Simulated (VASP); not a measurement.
# Rh (Pm-3m) in VASP: notebook

Runs on Rh. Level: LDA. Tasks: relaxation of cell and atoms.

Program: VASP 6.6.1. These are calculated values, not measurements. Logs are shortened: lines on timing, memory, paths and dates and some standing lists are left out, and cuts for length are marked.

## (1) The cell of the first run

Symmetry: Pm-3m, No. 221, cubic system. The conventional cell has a = 2.470 Å, b = 2.470 Å, c = 2.470 Å, α = 90.00°, β = 90.00°, γ = 90.00°. Rh (site symmetry m-3m) has 6 Rh at 2.47 Å within 3.3 Å.

## (2) Relaxation of cell and atoms, LDA, target pressure 5 GPa, at which the enthalpy is minimised

INCAR reads:

```
PREC     = Accurate       # precision mode
ENCUT    = 600            # plane-wave cutoff, eV
EDIFF    = 1E-6           # SCF threshold, eV
ISMEAR   = 0              # smearing method
SIGMA    = 0.1            # smearing width, eV
LREAL    = F              # projectors in reciprocal space
LASPH    = T              # aspherical terms in the spheres
NELM     = 100            # most SCF steps
ALGO     = Normal         # electronic algorithm
ISIF     = 3              # what is computed and relaxed
LWAVE    = F              # write WAVECAR
LCHARG   = F              # write CHGCAR
IBRION   = 2              # ionic algorithm
NSW      = 60             # ionic steps
EDIFFG   = -0.03          # ionic threshold
PSTRESS  = 50.0
```

KPOINTS reads:

```
regular mesh
0
Gamma
  10 10 10
```

POSCAR reads:

```
Rh
1.0
    2.4700000000      0.0000000000      0.0000000000
    0.0000000000      2.4700000000      0.0000000000
    0.0000000000      0.0000000000      2.4700000000
Rh
1
Direct
    0.0000000000      0.0000000000      0.0000000000
```

Potentials or basis: VASP PAW LDA potentials, release 64 (Rh_pv).

Command:

```bash
$ cat potpaw_LDA.64/Rh_pv/POTCAR > POTCAR
$ mpirun -np 1 vasp_std > vasp.out
```

OUTCAR:

```text
PREC = Accurate
   ENCUT = 600
   EDIFF = 1E-6
   ISMEAR = 0
   LREAL = F
   LASPH = T
   NELM = 100
   ISIF = 3
   IBRION = 2
   NSW = 60
   EDIFFG = -0.03
   PSTRESS = 50.0

 ion  position               nearest neighbor table
   1  0.000  0.000  0.000-

  LATTYP: Found a simple cubic cell.
 ALAT       =     2.4700000000

  Lattice vectors:

 A1 = (   2.4700000000,   0.0000000000,   0.0000000000)
 A2 = (   0.0000000000,   2.4700000000,   0.0000000000)
 A3 = (   0.0000000000,   0.0000000000,   2.4700000000)

Analysis of symmetry for initial positions (statically):
=====================================================================
 Subroutine PRICEL returns:
 Original cell was already a primitive cell.

 Routine SETGRP: Setting up the symmetry group for a
 simple cubic supercell.

 Subroutine GETGRP returns: Found 48 space group operations
 (whereof 48 operations were pure point group operations)
 out of a pool of 48 trial point group operations.

The static configuration has the point symmetry O_h .

Analysis of symmetry for dynamics (positions and initial velocities):
=====================================================================
 Subroutine PRICEL returns:
 Original cell was already a primitive cell.

 Routine SETGRP: Setting up the symmetry group for a
 simple cubic supercell.

 Subroutine GETGRP returns: Found 48 space group operations
 (whereof 48 operations were pure point group operations)
 out of a pool of 48 trial point group operations.

The dynamic configuration has the point symmetry O_h .

 Subroutine INISYM returns: Found 48 space group operations
 (whereof 48 operations are pure point group operations),
 and found     1 'primitive' translations

----------------------------------------------------------------------------------------

                                     Primitive cell

  volume of cell :      15.0692

  direct lattice vectors                    reciprocal lattice vectors
     2.470000000  0.000000000  0.000000000     0.404858300  0.000000000  0.000000000
     0.000000000  2.470000000  0.000000000     0.000000000  0.404858300  0.000000000
     0.000000000  0.000000000  2.470000000     0.000000000  0.000000000  0.404858300

  length of vectors
     2.470000000  2.470000000  2.470000000     0.404858300  0.404858300  0.404858300

  position of ions in fractional coordinates (direct lattice)
     0.000000000  0.000000000  0.000000000

  ion indices of the primitive-cell ions
   primitive index   ion index
                 1           1

----------------------------------------------------------------------------------------

 KPOINTS: regular mesh

Automatic generation of k-mesh.
 Grid dimensions read from file:
 generate k-points for:   10   10   10

 Generating k-lattice:

  Cartesian coordinates                     Fractional coordinates (reciprocal lattice)
     0.040485830  0.000000000  0.000000000     0.100000000  0.000000000  0.000000000
     0.000000000  0.040485830  0.000000000     0.000000000  0.100000000  0.000000000
     0.000000000  0.000000000  0.040485830     0.000000000  0.000000000  0.100000000

  Length of vectors
     0.040485830  0.040485830  0.040485830

  Shift w.r.t. Gamma in fractional coordinates (k-lattice)
     0.000000000  0.000000000  0.000000000

 Subroutine IBZKPT returns following result:
 ===========================================

 Found     56 irreducible k-points:

 Following reciprocal coordinates:
            Coordinates               Weight
  0.000000  0.000000  0.000000      1.000000
  0.100000  0.000000  0.000000      6.000000
  0.200000  0.000000  0.000000      6.000000
  0.300000  0.000000  0.000000      6.000000
  0.400000  0.000000  0.000000      6.000000
  0.500000  0.000000  0.000000      3.000000
[... 16 lines left out ...]
  0.200000  0.100000  0.100000     24.000000
  0.300000  0.100000  0.100000     24.000000
 [... further k-points ...]
   k-points           NKPTS =     56   k-points in BZ     NKDIM =     56   number of bands    NBANDS=     11
   number of dos      NEDOS =    301   number of ions     NIONS =      1
   total plane-waves  NPLWV =   8000
   dimension x,y,z NGX =    20 NGY =   20 NGZ =   20
   dimension x,y,z NGXF=    40 NGYF=   40 NGZF=   40
   ions per type =               1
   NGX,Y,Z   is equivalent  to a cutoff of  13.46, 13.46, 13.46 a.u.
   NGXF,Y,Z  is equivalent  to a cutoff of  26.92, 26.92, 26.92 a.u.
 SYSTEM =  unknown system
   PREC   = accura    normal or accurate (medium, high low for compatibility)
   ISTART =      0    job   : 0-new  1-cont  2-samecut
   ICHARG =      2    charge: 1-file 2-atom 10-const
   ISPIN  =      1    spin polarized calculation?
   LNONCOLLINEAR =      F non collinear calculations
   LSORBIT =      F    spin-orbit coupling
   LASPH  =      T    aspherical Exc in radial PAW
   ENCUT  =  600.0 eV  44.10 Ry    6.64 a.u.   4.93  4.93  4.93*2*pi/ulx,y,z
   NELM   =    100;   NELMIN=  2; NELMDL= -5     # of ELM steps
   EDIFF  = 0.1E-05   stopping-criterion for ELM
   LREAL  =      F    real-space projection
   EDIFFG = -.3E-01   stopping-criterion for IOM
   NSW    =     60    number of steps for IOM
   IBRION =      2    ionic relax: 0-MD 1-quasi-New 2-CG
   NFREE  =      1    steps in history (QN), initial steepest desc. (CG)
   ISIF   =      3    stress and relaxation
   ISYM   =      2    0-nonsym 1-usesym 2-fastsym
   POTIM  = 0.5000    time-step for ionic-motion
   TEBEG  =    0.0;   TEEND  =   0.0 temperature during run
   PSTRESS=   50.0 pullay stress
   NELECT =      15.0000    total number of electrons
   NUPDOWN=      -1.0000    fix difference up-down
   EMIN   =  10.00;   EMAX   =-10.00  energy-range for DOS
   EFERMI =   0.00;   METHOD = LEGACY
   ISMEAR =     0;   SIGMA  =   0.10  broadening in eV -4-tet -1-fermi 0-gaus
   EFERMI_NEDOS =   21; number of points for ismear=-14 and -15
   IALGO  =     38    algorithm
   IMIX   =      4    mixing-type and parameters
     AMIX     =   0.40;   BMIX     =  1.00
     AMIX_MAG =   1.60;   BMIX_MAG =  1.00
  volume/ion in A,a.u.               =      15.07       101.69
  Fermi-wavevector in a.u.,A,eV,Ry     =   1.634588  3.088923 36.353105  2.671878
  Thomas-Fermi vector in A             =   2.726202
   LORBIT       =      0    0 simple, 1 ext, 2 COOP (PROOUT), +10 PAW based schemes
   GGA     = CA    functional components
   LHFCALC =     F    Hartree Fock is set to
   AEXX    =    0.0000 exact exchange contribution
   IVDW    =     0    specifies the selected vdW correction
   LEPSILON=     F    determine dielectric tensor
   LRPA    =     F    only Hartree local field effects (RPA)
 conjugate gradient relaxation of ions
 non-spin polarized calculation
 Gauss-broadening in eV      SIGMA  =   0.10
  energy-cutoff  :      600.00
  volume of cell :       15.07
 maximum number of plane-waves:       516
 NGX is ok and might be reduce to    20
   NGX =  9   NGY =  9   NGZ =  9

--------------------------------------- Ionic step        1  -------------------------------------------

 number of electron      14.9999999 magnetization

 Free energy of the ion-electron system (eV)
  ---------------------------------------------------
  ext. energy  EPLUGINS =         0.00000000
  ---------------------------------------------------
  free energy    TOTEN  =        -7.78660228 eV

  energy without entropy =       -7.77756787  energy(sigma->0) =       -7.78208507

------------------------ aborting loop because EDIFF is reached ----------------------------------------

  FORCE on cell =-STRESS in cart. coord.  units (eV):
  Direction    XX          YY          ZZ          XY          YZ          ZX
  --------------------------------------------------------------------------------------
  -------------------------------------------------------------------------------------
  Total        0.3518642      0.3518642      0.3518642      0.0000000     -0.0000000     -0.0000000
  in kB       37.4106139     37.4106139     37.4106139      0.0000000     -0.0000000     -0.0000000
  external PRESSURE =     -12.5893861 kB  Pullay stress =      50.0000000 kB

 VOLUME and BASIS-vectors are now :
 -----------------------------------------------------------------------------
  energy-cutoff  :      600.00
  volume of cell :       15.07
      direct lattice vectors                 reciprocal lattice vectors
     2.470000000  0.000000000  0.000000000     0.404858300  0.000000000  0.000000000
     0.000000000  2.470000000  0.000000000     0.000000000  0.404858300  0.000000000
     0.000000000  0.000000000  2.470000000     0.000000000  0.000000000  0.404858300
[... 44 lines left out ...]
  FREE ENERGIE OF THE ION-ELECTRON SYSTEM (eV)
  ---------------------------------------------------
  free  energy   TOTEN  =        -7.7770489592 eV

  energy  without entropy=       -7.7681047379  energy(sigma->0) =       -7.77257685

  enthalpy is  TOTEN    =        -7.3147888728 eV   P V=        0.4622600864

--------------------------------------- Ionic step        3  -------------------------------------------

 number of electron      15.0000001 magnetization

 Free energy of the ion-electron system (eV)
  ---------------------------------------------------
  ext. energy  EPLUGINS =         0.00000000
  ---------------------------------------------------
  free energy    TOTEN  =        -7.78473833 eV

  energy without entropy =       -7.77572971  energy(sigma->0) =       -7.78023402

 E-fermi :  10.2775     XC(G=0): -13.6465

 val. band max:       10.2702295714   @ k =   0.2000   0.0000   0.0000
 cond. band min:      10.2836912962   @ k =   0.4000   0.2000   0.1000
 fundamental gap:      0.0134617247
 Fermi energy:        10.2775064762

 k-point     1 :       0.0000    0.0000    0.0000
  band No.  band energies     occupation
      1     -35.5795      2.00000
      2     -35.5795      2.00000
      3     -35.5795      2.00000
      4       2.9674      2.00000
      5       4.5913      2.00000
      6       4.5913      2.00000
      7      11.2244      0.00000
      8      11.2244      0.00000
      9      11.2244      0.00000
     10      27.6182      0.00000
     11      27.6182      0.00000

 k-point     2 :       0.1000    0.0000    0.0000
  band No.  band energies     occupation
      1     -35.6718      2.00000
      2     -35.5717      2.00000
      3     -35.5717      2.00000
      4       3.2647      2.00000
      5       4.6541      2.00000
      6       4.8980      2.00000
      7      10.9441      0.00000
      8      10.9441      0.00000
      9      11.2465      0.00000
     10      25.8545      0.00000
     11      28.1635      0.00000
[... 295 lines left out ...]
 k-point    24 :       0.3000    0.1000    0.1000
  band No.  band energies     occupation
      1     -36.1764      2.00000
      2     -35.6113      2.00000
      3     -35.6046      2.00000
      4       5.2459      2.00000
      5       5.5127      2.00000
      6       7.2931      2.00000
      7       9.1846      2.00000
      8       9.8905      2.00000
      9      10.8591      0.00000
     10      20.7466      0.00000
     11      28.8019      0.00000

 [... further k-points ...]
[... 5 lines left out ...]
  --------------------------------------------------------------------------------------
  -------------------------------------------------------------------------------------
  Total        0.4598679      0.4598679      0.4598679      0.0000000      0.0000000     -0.0000000
  in kB       49.1182937     49.1182937     49.1182937      0.0000000      0.0000000     -0.0000000
  external PRESSURE =      -0.8817063 kB  Pullay stress =      50.0000000 kB

 VOLUME and BASIS-vectors are now :
 -----------------------------------------------------------------------------
  energy-cutoff  :      600.00
  volume of cell :       15.00
      direct lattice vectors                 reciprocal lattice vectors
     2.466229368 -0.000000000 -0.000000000     0.405477290  0.000000000  0.000000000
     0.000000000  2.466229368 -0.000000000     0.000000000  0.405477290  0.000000000
    -0.000000000 -0.000000000  2.466229368     0.000000000  0.000000000  0.405477290

 POSITION                                       TOTAL-FORCE (eV/Angst)
 -----------------------------------------------------------------------------------
      0.00000      0.00000      0.00000         0.000000      0.000000      0.000000
 -----------------------------------------------------------------------------------
    total drift:                               -0.000000      0.000000      0.000000

  FREE ENERGIE OF THE ION-ELECTRON SYSTEM (eV)
  ---------------------------------------------------
  free  energy   TOTEN  =        -7.7847383349 eV

  energy  without entropy=       -7.7757297106  energy(sigma->0) =       -7.78023402

  enthalpy is  TOTEN    =        -7.3166155099 eV   P V=        0.4681228250

 reached required accuracy - stopping structural energy minimisation
```

It took 11 s on 1 thread of Intel Xeon Platinum 8259CL at 2.50GHz (Skylake/Cascade Lake), shared host; peak memory 0.13 GiB.

What came out:

- Free energy: -7.7847 eV
- Relaxed volume: 15.00 Å³/atom
- Relaxed cell: a = 2.466 Å, b = 2.466 Å, c = 2.466 Å, α = 90.00°, β = 90.00°, γ = 90.00°
- Space group after relaxing (to 0.05 Å): Pm-3m (No. 221)
- Energy change on relaxing (the enthalpy is what falls): +1.9 meV/atom
- Ionic steps: 3
- Pressure after relaxing: 4.9 GPa

Step by step:
| step | energy change (eV) | largest force (eV/Å) | pressure (GPa) | volume (Å³) |
| --- | --- | --- | --- | --- |
| 1 | 0.0000 | 0.0000 | 3.74 | 15.07 |
| 2 | 0.0096 | 0.0000 | 7.99 | 14.81 |
| 3 | 0.0019 | 0.0000 | 4.91 | 15.00 |

Final structure:
```xyz
1
Lattice="2.4662 0.0000 0.0000 0.0000 2.4662 0.0000 0.0000 0.0000 2.4662" Properties=species:S:1:pos:R:3 pbc="T T T"
Rh    0.0000    0.0000    0.0000
```

Caveat: the cell is relaxed towards a set pressure, so the enthalpy falls and the energy may rise.

## (3) Relaxation of cell and atoms, LDA, target pressure 10 GPa, at which the enthalpy is minimised

INCAR reads:

```
  ALGO = Normal
  EDIFF = 1E-6
  EDIFFG = -0.03
  ENCUT = 600
  IBRION = 2
  ISIF = 3
  ISMEAR = 0
  LASPH = True
  LCHARG = False
  LREAL = False
  LWAVE = False
  NELM = 60
  NSW = 60
  PREC = Accurate
  PSTRESS = 100.0
  SIGMA = 0.1
```

KPOINTS reads:

```
k-points
0
Gamma
  10 10 10
```

POSCAR is that of step 2.

Potentials or basis: VASP PAW LDA potentials, release 64 (Rh_pv).

Command:

```bash
$ cat potpaw_LDA.64/Rh_pv/POTCAR > POTCAR
$ mpirun -np 1 vasp_std > vasp.out
```

It took 12 s on 1 thread of Intel Xeon Platinum 8259CL at 2.50GHz (Skylake/Cascade Lake), shared host; peak memory 0.13 GiB.

The run converged. Its results:

* Free energy: -7.7722 eV
* Relaxed volume: 14.73 Å³/atom
* Relaxed cell: a = 2.451 Å, b = 2.451 Å, c = 2.451 Å, α = 90.00°, β = 90.00°, γ = 90.00°
* Space group after relaxing (to 0.05 Å): Pm-3m (No. 221)
* Energy change on relaxing (the enthalpy is what falls): +14.4 meV/atom
* Ionic steps: 3
* Pressure after relaxing: 9.8 GPa

The path:
```csv
step,energy change (eV),largest force (eV/Å),pressure (GPa),volume (Å³)
1,0.0000,0.0000,3.74,15.07
2,0.1248,0.0000,30.43,13.82
3,0.0144,0.0000,9.78,14.73
```

Final structure:
```xyz
1
Lattice="2.4512 0.0000 0.0000 0.0000 2.4512 0.0000 0.0000 0.0000 2.4512" Properties=species:S:1:pos:R:3 pbc="T T T"
Rh    0.0000    0.0000    0.0000
```

Levels at points of the mesh, in eV from the Fermi level:
```
           k point  band 4  band 5  band 6  band 7  band 8  band 9  band 10  band 11
(0.00, 0.00, 0.00)   -7.44   -5.84   -5.84    0.98    0.98    0.98    17.48    17.48
(0.50, 0.00, 0.00)   -5.11   -4.84   -1.53   -1.53   -0.25    1.22     7.01    17.63
(0.50, 0.50, 0.00)   -6.44   -4.10   -1.04   -1.04    2.80    5.87     5.87    14.13
(0.50, 0.50, 0.50)   -5.13   -5.13   -5.13    2.96    2.96    9.98    12.97    12.97
```

Caveat: the cell is relaxed towards a set pressure, so the enthalpy falls and the energy may rise.

## (4) Relaxation of cell and atoms, LDA, target pressure 20 GPa, at which the enthalpy is minimised

INCAR reads:

```
ALGO = Normal
EDIFF = 1E-7
EDIFFG = -0.03
ENCUT = 600
GGA = CA
IBRION = 2
ISIF = 3
ISMEAR = 0
LASPH = T
LCHARG = F
LREAL = F
LWAVE = F
NELM = 80
NSW = 60
PREC = Accurate
PSTRESS = 200.0
SIGMA = 0.1
```

KPOINTS is that of step 3.

POSCAR is that of step 3.

Command:

```bash
$ cat potpaw_LDA.64/Rh_pv/POTCAR > POTCAR
$ mpirun -np 1 vasp_std > vasp.out
```

It took 17 s on 1 thread of Intel Xeon Platinum 8259CL at 2.50GHz (Skylake/Cascade Lake), shared host; peak memory 0.13 GiB.

Results (log left out):

```
Free energy                                            : -7.7290 eV
Relaxed volume                                         : 14.25 Å³/atom
Relaxed cell                                           : a = 2.425 Å, b = 2.425 Å, c = 2.425 Å, α = 90.00°, β = 90.00°, γ = 90.00°
Space group after relaxing (to 0.05 Å)                 : Pm-3m (No. 221)
Energy change on relaxing (the enthalpy is what falls) : +57.6 meV/atom
Ionic steps                                            : 4
Pressure after relaxing                                : 19.7 GPa
```

Step by step:
| step | energy change (eV) | largest force (eV/Å) | pressure (GPa) | volume (Å³) |
| --- | --- | --- | --- | --- |
| 1 | 0.0000 | 0.0000 | 3.75 | 15.07 |
| 2 | 0.8473 | 0.0000 | 103.84 | 11.97 |
| 3 | 0.0523 | 0.0000 | 18.72 | 14.30 |
| 4 | 0.0576 | 0.0000 | 19.68 | 14.25 |

Final structure:
```xyz
1
Lattice="2.4246 0.0000 0.0000 0.0000 2.4246 0.0000 0.0000 0.0000 2.4246" Properties=species:S:1:pos:R:3 pbc="T T T"
Rh    0.0000    0.0000    0.0000
```

Levels at points of the mesh, in eV from the Fermi level:
```tsv
k point	band 4	band 5	band 6	band 7	band 8	band 9	band 10	band 11
(0.00, 0.00, 0.00)	-7.66	-6.11	-6.11	1.03	1.03	1.03	17.72	17.72
(0.50, 0.00, 0.00)	-5.35	-5.01	-1.61	-1.61	-0.33	1.29	7.29	17.66
(0.50, 0.50, 0.00)	-6.78	-4.28	-1.10	-1.10	2.95	5.97	5.97	14.39
(0.50, 0.50, 0.50)	-5.40	-5.40	-5.40	3.12	3.12	9.87	13.34	13.34
```

Caveat: the cell is relaxed towards a set pressure, so the enthalpy falls and the energy may rise.

## (5) Overview

```tsv
cell	gap on the mesh (eV)	pressure (GPa)
relaxed to 5 GPa	none	4.9
relaxed to 10 GPa	none	9.8
relaxed to 20 GPa	none	19.7
```

Alike in all rows: task relaxation of cell and atoms; level LDA; potentials or basis VASP PAW LDA potentials, release 64 (Rh_pv); no spin polarisation; k mesh 10 × 10 × 10; cutoff (eV) 600; smearing gaussian 0.1 eV.

Caveats: the cell is relaxed towards a set pressure, so the enthalpy falls and the energy may rise.

Total energies depend on the potentials used, so only differences within one code and one set of settings carry meaning.
